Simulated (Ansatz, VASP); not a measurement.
Two plane-wave programs on Si2C3

The input INCAR:

```
PREC = Accurate ; ENCUT = 600
EDIFF = 1E-7 ; ISMEAR = 0
SIGMA = 0.1 ; LREAL = F
LASPH = T ; NELM = 60
ALGO = Normal ; ISIF = 3
LWAVE = F ; LCHARG = F
GGA = PE ; IBRION = 2
NSW = 100 ; EDIFFG = -0.01
```

KPOINTS

```
regular mesh
0
Gamma
  18 18 4
```

POSCAR

```
Si2C3
1.0
    2.8111642632      0.0000000000      0.0000000000
   -1.4055821316      2.4345396661      0.0000000000
    0.0000000000      0.0000000000      8.9267038246
Si C
2 3
Direct
    0.0000000000      0.0000000000      0.8456381856
    0.0000000000      0.0000000000      0.1543618144
    0.0000000000      0.0000000000      0.3570065945
    0.0000000000      0.0000000000      0.5000000000
    0.0000000000      0.0000000000      0.6429934055
```

Input for Ansatz:

```yaml
crystal:
  lattice:
    - [2.8111642632, 0.0, 0.0]
    - [-1.4055821316, 2.4345396661, 0.0]
    - [0.0, 0.0, 8.9267038246]
  atoms:
    - { symbol: Si, position: [0.0, 0.0, 0.8456381856] }
    - { symbol: Si, position: [0.0, 0.0, 0.1543618144] }
    - { symbol: C, position: [0.0, 0.0, 0.3570065945] }
    - { symbol: C, position: [0.0, 0.0, 0.5] }
    - { symbol: C, position: [0.0, 0.0, 0.6429934055] }
basis:
  ecutwfc: 420
kpoints:
  mp_grid: { grid: [18, 18, 4] }
hamiltonian:
  xc: pbe
scf:
  occupations: { method: gaussian, width: 0.1 }
output:
  forces: true
  stress: true
  eigenvalues: true
  write_density: true
  write_potential: true
  elf: true
  volumetric_format: npy
relax:
  adjacent_minimum: "off"
  f_tol: 0.01
  max_steps: 80
  cell: { stress_tol: 0.05 }
```

Alike in both runs: task relaxation of cell and atoms; functional PBE; k mesh 18 × 18 × 4; occupations gaussian, width 0.1 eV; no spin polarisation.

|  | VASP | Ansatz |
| --- | --- | --- |
| version | VASP 6.6.1 | Ansatz 0.2.0 |
| potentials or method | VASP PAW PBE potentials, release 64 (Si, C), cutoff 600 eV | scalar-relativistic, plane waves, PAW |
| valence electrons in the cell | 20 | 20 |

Ansatz gave:

```
gap on the k mesh at the Fermi level, each at its own relaxed structure (eV) : none
relaxed volume (Å³/atom)                                                     : 11.89
relaxed cell length with the largest relative difference (Å)                 : 8.701
```

Task: Which values does VASP return?

Result: gap on the k mesh at the Fermi level, each at its own relaxed structure (eV): none; relaxed volume (Å³/atom): 11.86; relaxed cell length with the largest relative difference (Å): 8.692.

A gap of «none» marks a metal or a gap that the smearing closes.
